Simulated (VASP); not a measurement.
# CdSeS4 (P4/mmm) in VASP: relaxation of cell and atoms with PBE

Aim: the relaxation of cell and atoms of CdSeS4 with PBE.

Everything below comes from runs of VASP 6.6.1. Logs are shortened: lines on timing, memory, paths and dates and some standing lists are left out, and cuts for length are marked.

### 1 The cell of the first run

Symmetry: P4/mmm, No. 123, tetragonal system. Conventional cell: a = 5.034 Å, b = 5.034 Å, c = 5.057 Å, α = 90.00°, β = 90.00°, γ = 90.00°. Cd (site symmetry 4/mmm) has 8 S at 2.89 Å within 3.8 Å. Within 3.6 Å of Se (site symmetry 4/mmm) lie 8 S at 2.75 Å. S (site symmetry 2mm) has 2 S at 2.21 to 2.84 Å and 2 Se at 2.75 Å and 2 Cd at 2.89 Å within 2.9 Å.

The cell was generated, and may not be a known phase.

### 2 Relaxation of cell and atoms, PBE

INCAR

```
PREC = Accurate ; ENCUT = 600
EDIFF = 1E-7 ; ISMEAR = 0
SIGMA = 0.1 ; LREAL = F
LASPH = T ; NELM = 80
ALGO = Fast ; ISIF = 3
LWAVE = F ; LCHARG = F
GGA = PE ; IBRION = 2
NSW = 100 ; EDIFFG = -0.01
```

KPOINTS

```
Automatic mesh
0
Gamma
  8 8 8
```

POSCAR

```
CdSeS4
1.0
    5.0340331663      0.0000000000      0.0000000000
    0.0000000000      5.0340331663      0.0000000000
    0.0000000000      0.0000000000      5.0571827388
Cd Se S
1 1 4
Direct
    0.5000000000      0.5000000000      0.5000000000
    0.0000000000      0.0000000000      0.0000000000
    0.5000000000      0.0000000000      0.7812457087
    0.0000000000      0.5000000000      0.2187542913
    0.5000000000      0.0000000000      0.2187542913
    0.0000000000      0.5000000000      0.7812457087
```

Potentials or basis: VASP PAW PBE potentials, release 64 (Cd, Se, S).

Started as:

```bash
cat potpaw_PBE.64/Cd/POTCAR potpaw_PBE.64/Se/POTCAR potpaw_PBE.64/S/POTCAR > POTCAR
mpirun -np 1 vasp_std > vasp.out
```

OUTCAR:

```text
PREC = Accurate
   ENCUT = 600
   EDIFF = 1E-7
   ISMEAR = 0
   LREAL = F
   LASPH = T
   NELM = 80
   ISIF = 3
   GGA = PE
   IBRION = 2
   NSW = 100
   EDIFFG = -0.01

 ion  position               nearest neighbor table
   1  0.500  0.500  0.500-   3 2.89   4 2.89   5 2.89   6 2.89   3 2.89   5 2.89   4 2.89   6 2.89

   2  0.000  0.000  0.000-   3 2.75   4 2.75   5 2.75   6 2.75   4 2.75   6 2.75   3 2.75   5 2.75

   3  0.500  0.000  0.781-   5 2.21   2 2.75   2 2.75   1 2.89   1 2.89
   4  0.000  0.500  0.219-   6 2.21   2 2.75   2 2.75   1 2.89   1 2.89
   5  0.500  0.000  0.219-   3 2.21   2 2.75   2 2.75   1 2.89   1 2.89
   6  0.000  0.500  0.781-   4 2.21   2 2.75   2 2.75   1 2.89   1 2.89

  LATTYP: Found a simple tetragonal cell.
 ALAT       =     5.0340331663
 C/A-ratio  =     1.0045986134

  Lattice vectors:

 A1 = (   5.0340331663,   0.0000000000,   0.0000000000)
 A2 = (   0.0000000000,   5.0340331663,   0.0000000000)
 A3 = (   0.0000000000,   0.0000000000,   5.0571827388)

Analysis of symmetry for initial positions (statically):
=====================================================================
 Subroutine PRICEL returns:
 Original cell was already a primitive cell.

 Routine SETGRP: Setting up the symmetry group for a
 simple tetragonal supercell.

 Subroutine GETGRP returns: Found 16 space group operations
 (whereof 16 operations were pure point group operations)
 out of a pool of 16 trial point group operations.

The static configuration has the point symmetry D_4h.

Analysis of symmetry for dynamics (positions and initial velocities):
=====================================================================
 Subroutine PRICEL returns:
 Original cell was already a primitive cell.

 Routine SETGRP: Setting up the symmetry group for a
 simple tetragonal supercell.

 Subroutine GETGRP returns: Found 16 space group operations
 (whereof 16 operations were pure point group operations)
 out of a pool of 16 trial point group operations.

The dynamic configuration has the point symmetry D_4h.

 Subroutine INISYM returns: Found 16 space group operations
 (whereof 16 operations are pure point group operations),
 and found     1 'primitive' translations

----------------------------------------------------------------------------------------

                                     Primitive cell

  volume of cell :     128.1565

  direct lattice vectors                    reciprocal lattice vectors
     5.034033166  0.000000000  0.000000000     0.198647877  0.000000000  0.000000000
     0.000000000  5.034033166  0.000000000     0.000000000  0.198647877  0.000000000
     0.000000000  0.000000000  5.057182739     0.000000000  0.000000000  0.197738554

  length of vectors
     5.034033166  5.034033166  5.057182739     0.198647877  0.198647877  0.197738554

  position of ions in fractional coordinates (direct lattice)
     0.500000000  0.500000000  0.500000000
     0.000000000  0.000000000  0.000000000
     0.500000000  0.000000000  0.781245709
     0.000000000  0.500000000  0.218754291
     0.500000000  0.000000000  0.218754291
     0.000000000  0.500000000  0.781245709

  ion indices of the primitive-cell ions
   primitive index   ion index
                 1           1
                 2           2
                 3           3
                 4           4
                 5           5
                 6           6

----------------------------------------------------------------------------------------

 KPOINTS: Automatic mesh

Automatic generation of k-mesh.
 Grid dimensions read from file:
 generate k-points for:    8    8    8

 Generating k-lattice:

  Cartesian coordinates                     Fractional coordinates (reciprocal lattice)
     0.024830985  0.000000000  0.000000000     0.125000000  0.000000000  0.000000000
     0.000000000  0.024830985  0.000000000     0.000000000  0.125000000  0.000000000
     0.000000000  0.000000000  0.024717319     0.000000000  0.000000000  0.125000000

  Length of vectors
     0.024830985  0.024830985  0.024717319

  Shift w.r.t. Gamma in fractional coordinates (k-lattice)
     0.000000000  0.000000000  0.000000000

 Subroutine IBZKPT returns following result:
 ===========================================

 Found     75 irreducible k-points:

 Following reciprocal coordinates:
            Coordinates               Weight
  0.000000  0.000000  0.000000      1.000000
  0.125000  0.000000  0.000000      4.000000
  0.250000  0.000000  0.000000      4.000000
  0.375000  0.000000  0.000000      4.000000
  0.500000  0.000000  0.000000      2.000000
  0.125000  0.125000  0.000000      4.000000
[... 16 lines left out ...]
  0.375000  0.125000  0.125000     16.000000
  0.500000  0.125000  0.125000      8.000000
 [... further k-points ...]
   k-points           NKPTS =     75   k-points in BZ     NKDIM =     75   number of bands    NBANDS=     25
   number of dos      NEDOS =    301   number of ions     NIONS =      6
   total plane-waves  NPLWV =  64000
   dimension x,y,z NGX =    40 NGY =   40 NGZ =   40
   dimension x,y,z NGXF=    80 NGYF=   80 NGZF=   80
   ions per type =               1   1   4
   NGX,Y,Z   is equivalent  to a cutoff of  13.21, 13.21, 13.15 a.u.
   NGXF,Y,Z  is equivalent  to a cutoff of  26.42, 26.42, 26.30 a.u.
 SYSTEM =  unknown system
   PREC   = accura    normal or accurate (medium, high low for compatibility)
   ISTART =      0    job   : 0-new  1-cont  2-samecut
   ICHARG =      2    charge: 1-file 2-atom 10-const
   ISPIN  =      1    spin polarized calculation?
   LNONCOLLINEAR =      F non collinear calculations
   LSORBIT =      F    spin-orbit coupling
   LASPH  =      T    aspherical Exc in radial PAW
   ENCUT  =  600.0 eV  44.10 Ry    6.64 a.u.  10.05 10.05 10.10*2*pi/ulx,y,z
   NELM   =     80;   NELMIN=  2; NELMDL= -5     # of ELM steps
   EDIFF  = 0.1E-06   stopping-criterion for ELM
   LREAL  =      F    real-space projection
   EDIFFG = -.1E-01   stopping-criterion for IOM
   NSW    =    100    number of steps for IOM
   IBRION =      2    ionic relax: 0-MD 1-quasi-New 2-CG
   NFREE  =      1    steps in history (QN), initial steepest desc. (CG)
   ISIF   =      3    stress and relaxation
   ISYM   =      2    0-nonsym 1-usesym 2-fastsym
   POTIM  = 0.5000    time-step for ionic-motion
   TEBEG  =    0.0;   TEEND  =   0.0 temperature during run
   PSTRESS=    0.0 pullay stress
   NELECT =      42.0000    total number of electrons
   NUPDOWN=      -1.0000    fix difference up-down
   EMIN   =  10.00;   EMAX   =-10.00  energy-range for DOS
   EFERMI =   0.00;   METHOD = LEGACY
   ISMEAR =     0;   SIGMA  =   0.10  broadening in eV -4-tet -1-fermi 0-gaus
   EFERMI_NEDOS =   21; number of points for ismear=-14 and -15
   IALGO  =     68    algorithm
   IMIX   =      4    mixing-type and parameters
     AMIX     =   0.40;   BMIX     =  1.00
     AMIX_MAG =   1.60;   BMIX_MAG =  1.00
  volume/ion in A,a.u.               =      21.36       144.14
  Fermi-wavevector in a.u.,A,eV,Ry     =   1.128698  2.132929 17.333260  1.273959
  Thomas-Fermi vector in A             =   2.265389
   LORBIT       =      0    0 simple, 1 ext, 2 COOP (PROOUT), +10 PAW based schemes
   GGA     = PE    functional components
   LHFCALC =     F    Hartree Fock is set to
   AEXX    =    0.0000 exact exchange contribution
   IVDW    =     0    specifies the selected vdW correction
   LEPSILON=     F    determine dielectric tensor
   LRPA    =     F    only Hartree local field effects (RPA)
 conjugate gradient relaxation of ions
 non-spin polarized calculation
 RMM-DIIS sequential band-by-band and
 Gauss-broadening in eV      SIGMA  =   0.10
  energy-cutoff  :      600.00
  volume of cell :      128.16
 maximum number of plane-waves:      4345
   NGX = 21   NGY = 21   NGZ = 21

--------------------------------------- Ionic step        1  -------------------------------------------

 number of electron      41.9999994 magnetization

 Free energy of the ion-electron system (eV)
  ---------------------------------------------------
  ext. energy  EPLUGINS =         0.00000000
  ---------------------------------------------------
  free energy    TOTEN  =       -18.60979717 eV

  energy without entropy =      -18.59014705  energy(sigma->0) =      -18.59997211

------------------------ aborting loop because EDIFF is reached ----------------------------------------

  FORCE on cell =-STRESS in cart. coord.  units (eV):
  Direction    XX          YY          ZZ          XY          YZ          ZX
  --------------------------------------------------------------------------------------
  -------------------------------------------------------------------------------------
  Total        1.8915294      1.8915294     -3.2432109      0.0000000      0.0000000      0.0000000
  in kB       23.6473721     23.6473721    -40.5457162      0.0000000      0.0000000      0.0000000
  external PRESSURE =       2.2496760 kB  Pullay stress =       0.0000000 kB
[... 101 lines left out ...]
  FREE ENERGIE OF THE ION-ELECTRON SYSTEM (eV)
  ---------------------------------------------------
  free  energy   TOTEN  =       -18.8066323537 eV

  energy  without entropy=      -18.7942163692  energy(sigma->0) =      -18.80042436

[... ionic steps 4 to 7 ...]

--------------------------------------- Ionic step        8  -------------------------------------------

 number of electron      41.9999995 magnetization

------------------------ aborting loop because EDIFF is reached ----------------------------------------

  FORCE on cell =-STRESS in cart. coord.  units (eV):
  Direction    XX          YY          ZZ          XY          YZ          ZX
  --------------------------------------------------------------------------------------
  -------------------------------------------------------------------------------------
  Total        0.1302841      0.1302841      0.2486109      0.0000000      0.0000000      0.0000000
  in kB        1.5673259      1.5673259      2.9908049      0.0000000      0.0000000      0.0000000
  external PRESSURE =       2.0418189 kB  Pullay stress =       0.0000000 kB
[... 65 lines left out ...]
  energy  without entropy=      -18.8214340679  energy(sigma->0) =      -18.82761798

--------------------------------------- Ionic step       10  -------------------------------------------

 number of electron      41.9999996 magnetization

 Free energy of the ion-electron system (eV)
  ---------------------------------------------------
  ext. energy  EPLUGINS =         0.00000000
  ---------------------------------------------------
  free energy    TOTEN  =       -18.83385848 eV

  energy without entropy =      -18.82150207  energy(sigma->0) =      -18.82768028

 E-fermi :   3.9948     XC(G=0):  -9.4805

 val. band max:        3.9926194719   @ k =   0.3750   0.2500   0.0000
 cond. band min:       4.0000211114   @ k =   0.5000   0.3750   0.1250
 fundamental gap:      0.0074016395
 Fermi energy:         3.9948136554

 k-point     1 :       0.0000    0.0000    0.0000
  band No.  band energies     occupation
      1     -12.4393      2.00000
      2     -11.1585      2.00000
      3      -8.0836      2.00000
      4      -7.0331      2.00000
      5      -6.2430      2.00000
      6      -4.7391      2.00000
[... 661 lines left out ...]
     24       5.5232      0.00000
     25       8.2145      0.00000

 [... further k-points ...]
[... 5 lines left out ...]
  --------------------------------------------------------------------------------------
  -------------------------------------------------------------------------------------
  Total        0.0215028      0.0215028      0.0257129      0.0000000      0.0000000     -0.0000000
  in kB        0.2582024      0.2582024      0.3087562      0.0000000      0.0000000     -0.0000000
  external PRESSURE =       0.2750537 kB  Pullay stress =       0.0000000 kB
[... 21 lines left out ...]
  FREE ENERGIE OF THE ION-ELECTRON SYSTEM (eV)
  ---------------------------------------------------
  free  energy   TOTEN  =       -18.8338584793 eV

  energy  without entropy=      -18.8215020727  energy(sigma->0) =      -18.82768028

 reached required accuracy - stopping structural energy minimisation
```

Run time: 31 min. Hardware: 1 thread of Oxide Virtual Turin-like, shared host; peak memory 0.43 GiB.

Results:

* Free energy: -18.8339 eV
* Relaxed volume: 22.24 Å³/atom
* Relaxed cell: a = 5.167 Å, b = 5.167 Å, c = 4.998 Å, α = 90.00°, β = 90.00°, γ = 90.00°
* Space group after relaxing (to 0.1 Å): P4/mmm (No. 123)
* Energy gained by relaxing: 37.3 meV/atom
* Ionic steps: 10
* Pressure after relaxing: 0.0 GPa
* Band gap on the k mesh: zero (bands 21 and 22 overlap by 1.02 eV)

The path:
| step | energy change (eV) | largest force (eV/Å) | pressure (GPa) | volume (Å³) |
| --- | --- | --- | --- | --- |
| 1 | 0.0000 | 0.7605 | 0.22 | 128.16 |
| 2 | -0.1943 | 0.1934 | 1.51 | 128.64 |
| 3 | -0.1968 | 0.0472 | 1.72 | 128.68 |
| 4 | -0.2197 | 0.0528 | -0.03 | 133.19 |
| 5 | -0.2197 | 0.0525 | 0.02 | 133.04 |
| 6 | -0.2225 | 0.0838 | -0.08 | 133.25 |
| 7 | -0.2231 | 0.1058 | -0.14 | 133.41 |
| 8 | -0.2237 | 0.0567 | 0.20 | 133.18 |
| 9 | -0.2240 | 0.0041 | 0.07 | 133.26 |
| 10 | -0.2241 | 0.0000 | 0.03 | 133.43 |

Final structure:
```
CELL_PARAMETERS angstrom
5.16660 0.00000 0.00000
0.00000 5.16660 0.00000
0.00000 0.00000 4.99846
ATOMIC_POSITIONS crystal
Cd 0.50000 0.50000 0.50000
Se 0.00000 0.00000 0.00000
S 0.50000 0.00000 0.79288
S 0.00000 0.50000 0.20712
S 0.50000 0.00000 0.20712
S 0.00000 0.50000 0.79288
```
